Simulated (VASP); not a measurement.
# Ru (P6_3/mmc) in VASP: further runs, part 2 of 2

VASP 6.6.1. The steps go on from the part before.

**5. Single point, revPBE+D3(BJ)**

This run uses another cell than the first one, of 13.28 Å³/atom.

Contents of INCAR:

```
SYSTEM = Ru
PREC     = Accurate       ! precision mode
ENCUT    = 520            ! plane-wave cutoff, eV
EDIFF    = 1E-7           ! SCF threshold, eV
ISMEAR   = -1             ! smearing method
SIGMA    = 0.05           ! smearing width, eV
LREAL    = .FALSE.        ! projectors in reciprocal space
LASPH    = .TRUE.         ! aspherical terms in the spheres
NELM     = 80             ! most SCF steps
ALGO     = Normal         ! electronic algorithm
ISIF     = 2              ! what is computed and relaxed
LWAVE    = .FALSE.        ! write WAVECAR
LCHARG   = .FALSE.        ! write CHGCAR
GGA      = RE             ! functional
IVDW     = 12             ! dispersion correction
NBANDS   = 21             ! bands
```

Contents of KPOINTS:

```
regular mesh
0
G
  11 11 6
  0 0 0
```

Contents of POSCAR:

```
Ru
1.0
    2.6855484948      0.0000000000      0.0000000000
   -1.3427742474      2.3257532196      0.0000000000
    0.0000000000      0.0000000000      4.2538172969
Ru
2
Direct
    0.6666666667      0.3333333333      0.7500000000
    0.3333333333      0.6666666667      0.2500000000
```

Potentials or basis: VASP PAW PBE potentials, release 64 (Ru_pv).

Launch:

```bash
cat potpaw_PBE.64/Ru_pv/POTCAR > POTCAR
mpirun -np 1 vasp_std > vasp.out
```

OUTCAR:

```text
SYSTEM = Ru
   PREC = Accurate
   ENCUT = 520
   EDIFF = 1E-7
   ISMEAR = -1
   LREAL = .FALSE.
   LASPH = .TRUE.
   NELM = 80
   ISIF = 2
   GGA = RE
   IVDW = 12
 IVDW          = 12

 ion  position               nearest neighbor table
   1  0.667  0.333  0.750-   2 2.63   2 2.63   2 2.63   2 2.63   2 2.63   2 2.63
   2  0.333  0.667  0.250-   1 2.63   1 2.63   1 2.63   1 2.63   1 2.63   1 2.63

  LATTYP: Found a hexagonal cell.
 ALAT       =     2.6855484948
 C/A-ratio  =     1.5839659217

  Lattice vectors:

 A1 = (   2.6855484948,   0.0000000000,   0.0000000000)
 A2 = (  -1.3427742474,   2.3257532196,   0.0000000000)
 A3 = (   0.0000000000,   0.0000000000,   4.2538172969)

Analysis of symmetry for initial positions (statically):
=====================================================================
 Subroutine PRICEL returns:
 Original cell was already a primitive cell.

 Routine SETGRP: Setting up the symmetry group for a
 hexagonal supercell.

 Subroutine GETGRP returns: Found 24 space group operations
 (whereof 12 operations were pure point group operations)
 out of a pool of 24 trial point group operations.

The static configuration has the point symmetry D_3d.
 The point group associated with its full space group is D_6h.

Analysis of symmetry for dynamics (positions and initial velocities):
=====================================================================
 Subroutine PRICEL returns:
 Original cell was already a primitive cell.

 Routine SETGRP: Setting up the symmetry group for a
 hexagonal supercell.

 Subroutine GETGRP returns: Found 24 space group operations
 (whereof 12 operations were pure point group operations)
 out of a pool of 24 trial point group operations.

The dynamic configuration has the point symmetry D_3d.
 The point group associated with its full space group is D_6h.

 Subroutine INISYM returns: Found 24 space group operations
 (whereof 12 operations are pure point group operations),
 and found     1 'primitive' translations

[... 112 lines left out ...]
   IMIX   =      4    mixing-type and parameters
     AMIX     =   0.40;   BMIX     =  1.00
     AMIX_MAG =   1.60;   BMIX_MAG =  1.00
  volume/ion in A,a.u.               =      13.28        89.65
  Fermi-wavevector in a.u.,A,eV,Ry     =   1.665977  3.148240 37.762693  2.775480
  Thomas-Fermi vector in A             =   2.752253
   LORBIT       =      0    0 simple, 1 ext, 2 COOP (PROOUT), +10 PAW based schemes
   GGA     = RE    functional components
   LHFCALC =     F    Hartree Fock is set to
   AEXX    =    0.0000 exact exchange contribution
   IVDW    =    12    specifies the selected vdW correction
   LEPSILON=     F    determine dielectric tensor
   LRPA    =     F    only Hartree local field effects (RPA)
 non-spin polarized calculation
  energy-cutoff  :      520.00
  volume of cell :       26.57
 maximum number of plane-waves:       733
 NGX is ok and might be reduce to    20
   NGX =  9   NGY =  9   NGZ = 15

 number of electron      27.9999996 magnetization

 Free energy of the ion-electron system (eV)
  ---------------------------------------------------
  ext. energy  EPLUGINS =         0.00000000
  ---------------------------------------------------
  free energy    TOTEN  =       -17.38871201 eV

  energy without entropy =      -17.37247106  energy(sigma->0) =      -17.38059154

 E-fermi :  13.2271     XC(G=0): -14.2035

 val. band max:       13.2086715906   @ k =   0.2727   0.0000   0.0000
 cond. band min:      13.2378290895   @ k =   0.2727   0.1818   0.0000
 fundamental gap:      0.0291574989
 Fermi energy:        13.2270765423

 k-point     1 :       0.0000    0.0000    0.0000
  band No.  band energies     occupation
      1     -30.4392      2.00000
      2     -29.4384      2.00000
      3     -29.4384      2.00000
      4     -29.2575      2.00000
      5     -29.2575      2.00000
      6     -29.2142      2.00000
[... 565 lines left out ...]
     20      23.7545      0.00000
     21      25.2607      0.00000

 [... further k-points ...]

------------------------ aborting loop because EDIFF is reached ----------------------------------------

 Edisp (eV)   -2.41659

 E8    (eV) :    -1.7264

  FORCE on cell =-STRESS in cart. coord.  units (eV):
  Direction    XX          YY          ZZ          XY          YZ          ZX
  --------------------------------------------------------------------------------------
  -------------------------------------------------------------------------------------
  Total       0.01295     0.01295     0.02489    -0.00000     0.00000    -0.00000
  in kB       0.78098     0.78098     1.50088    -0.00000     0.00000    -0.00000
  external pressure =        1.02 kB  Pullay stress =        0.00 kB

 VOLUME and BASIS-vectors are now :
 -----------------------------------------------------------------------------
  energy-cutoff  :      520.00
  volume of cell :       26.57
      direct lattice vectors                 reciprocal lattice vectors
     2.685548495  0.000000000  0.000000000     0.372363412  0.214984116  0.000000000
    -1.342774247  2.325753220  0.000000000     0.000000000  0.429968232  0.000000000
     0.000000000  0.000000000  4.253817297     0.000000000  0.000000000  0.235082969

 POSITION                                       TOTAL-FORCE (eV/Angst)
 -----------------------------------------------------------------------------------
      1.34277      0.77525      3.19036         0.000000      0.000000      0.000000
     -0.00000      1.55050      1.06345        -0.000000     -0.000000      0.000000
 -----------------------------------------------------------------------------------
    total drift:                               -0.000000      0.000000     -0.000000

  FREE ENERGIE OF THE ION-ELECTRON SYSTEM (eV)
  ---------------------------------------------------
  free  energy   TOTEN  =       -19.8053046336 eV

  energy  without entropy=      -19.7890636828  energy(sigma->0) =      -19.79718416
```

stdout:

```text
POSCAR found type information on POSCAR Ru
 POSCAR found :  1 types and       2 ions
 scaLAPACK will be used
 -----------------------------------------------------------------------------
|                                                                             |
|                                                                             |
|     You enforced a specific xc type in the INCAR file but a different       |
|     I HOPE YOU KNOW WHAT YOU ARE DOING!                                     |
|                                                                             |
 -----------------------------------------------------------------------------

 LDA part: xc-table for (Slater+PW92), standard interpolation
 POSCAR, INCAR and KPOINTS ok, starting setup
 FFT: planning ... GRIDC
 FFT: planning ... GRID_SOFT
 FFT: planning ... GRID
 WAVECAR not read
 entering main loop
```

Wall time 30 s (1 thread of Intel Xeon 8259CL, shared host); peak memory 0.16 GiB.

Results:

```yaml
Free_energy: -19.8053 eV
Pressure: 0.1 GPa
Band_gap_on_the_k_mesh: zero (bands 14 and 15 overlap by 3.16 eV)
Dispersion_energy_per_atom: -1.208 eV
```

Caveat: the dispersion term is far too large for a dense solid, which distorts pressure and volume; the PAW data sets were made with another functional, which shifts forces and pressure a little.

**6. Single point, PBE+D4**

This run uses another cell than the first one, of 13.52 Å³/atom.

INCAR, as its differences from that of step 5:

```diff
@@ -8,3 +8,3 @@
 LASPH    = .TRUE.         ! aspherical terms in the spheres
-NELM     = 80             ! most SCF steps
+NELM     = 100            ! most SCF steps
 ALGO     = Normal         ! electronic algorithm
@@ -13,4 +13,4 @@
 LCHARG   = .FALSE.        ! write CHGCAR
-GGA      = RE             ! functional
-IVDW     = 12             ! dispersion correction
+GGA      = PE             ! functional
+IVDW     = 13             ! dispersion correction
 NBANDS   = 21             ! bands
```

KPOINTS is that of step 5.

Contents of POSCAR:

```
Ru
1.0
    2.7022430638      0.0000000000      0.0000000000
   -1.3511215319      2.3402111405      0.0000000000
    0.0000000000      0.0000000000      4.2758200055
Ru
2
Direct
    0.6666666667      0.3333333333      0.7500000000
    0.3333333333      0.6666666667      0.2500000000
```

Potentials or basis: VASP PAW PBE potentials, release 64 (Ru_pv).

Launch:

```bash
cat potpaw_PBE.64/Ru_pv/POTCAR > POTCAR
mpirun -np 1 vasp_std > vasp.out
```

Run time: 42 s. Hardware: 1 thread of Intel Xeon 8259CL, shared host; peak memory 0.16 GiB.

It converged, with:

```yaml
Free_energy: -19.5108 eV
Pressure: 0.0 GPa
Band_gap_on_the_k_mesh: zero (bands 14 and 15 overlap by 3.08 eV)
Dispersion_energy_per_atom: -0.527 eV
```

Levels at points of the mesh, in eV from the Fermi level:
```csv
k point,band 11,band 12,band 13,band 14,band 15,band 16,band 17,band 18
"(0.00, 0.00, 0.00)",-2.37,-1.86,-1.86,-1.33,-1.33,1.26,1.26,1.37
"(0.00, 0.00, 0.50)",-2.71,-2.71,-2.66,-2.66,0.62,0.62,0.62,0.62
```

**7. Summary**

```csv
level,cell,k mesh,smearing,grid for exact exchange (PRECFOCK),share of exact exchange,screening parameter,gap on the mesh (eV),pressure (GPa)
HSE06,"a = 2.759, b = 2.759, c = 4.366 Å, angles 90.0, 90.0, 120.0°, 2 atoms",6 × 6 × 3,fermi-dirac 0.05 eV,Normal,0.25,0.2079 1/Å,none,-24.5
PBE,"a = 2.706, b = 2.706, c = 4.282 Å, angles 90.0, 90.0, 120.0°, 2 atoms",4 × 4 × 2,fermi-dirac 0.04 eV,-,-,-,none,0.7
PBE,"a = 2.706, b = 2.706, c = 4.282 Å, angles 90.0, 90.0, 120.0°, 2 atoms",6 × 6 × 3,fermi-dirac 0.04 eV,-,-,-,none,5.2
revPBE+D3(BJ),"a = 2.686, b = 2.686, c = 4.254 Å, angles 90.0, 90.0, 120.0°, 2 atoms",11 × 11 × 6,fermi-dirac 0.05 eV,-,-,-,none,0.1
PBE+D4,"a = 2.702, b = 2.702, c = 4.276 Å, angles 90.0, 90.0, 120.0°, 2 atoms",11 × 11 × 6,fermi-dirac 0.05 eV,-,-,-,none,0.0
```

Alike in all rows: task single point; potentials or basis VASP PAW PBE potentials, release 64 (Ru_pv); no spin polarisation; cutoff (eV) 520.

Caveats: some runs use coarse meshes; the PAW data sets were made with another functional, which shifts forces and pressure a little (at least some runs); the dispersion term is far too large for a dense solid, which distorts pressure and volume (at least some runs).

Absolute energies hang on the potentials; compare differences alone.

The gap in the log of VASP goes by the Fermi energy; the results here count the filled bands.